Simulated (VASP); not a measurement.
A run of VASP 6.6.1 is set up as follows.

The input INCAR:

```
PREC = Accurate
ENCUT = 520
EDIFF = 1E-6
ISMEAR = 0
SIGMA = 0.1
LREAL = False
LASPH = True
NELM = 100
ALGO = Normal
ISIF = 2
LWAVE = False
LCHARG = True
GGA = PE
LELF = True
LVHAR = True
NBANDS = 22
```

KPOINTS

```
Automatic mesh
0
Gamma
  6 6 6
```

File POSCAR:

```
Si2P
1.0
   -3.3035817275      3.3035817275      2.2412500876
    3.3035817275     -3.3035817275      2.2412500876
    3.3035817275      3.3035817275     -2.2412500876
Si P
4 2
Direct
    0.3750000000      0.6250000000      0.7500000000
    0.3750000000      0.1250000000      0.7500000000
    0.3750000000      0.6250000000      0.2500000000
    0.8750000000      0.6250000000      0.2500000000
    0.0000000000      0.0000000000      0.0000000000
    0.7500000000      0.2500000000      0.5000000000
```

Potentials or basis: VASP PAW PBE potentials, release 64 (Si, P).

Command:

```bash
$ cat potpaw_PBE.64/Si/POTCAR potpaw_PBE.64/P/POTCAR > POTCAR
$ mpirun -np 1 vasp_std > vasp.out
```

Q: What does it give for the pressure?

A: -0.1 GPa.

Q: What does it give for the band gap on the k mesh?

A: Zero (bands 13 and 14 overlap by 2.19 eV).
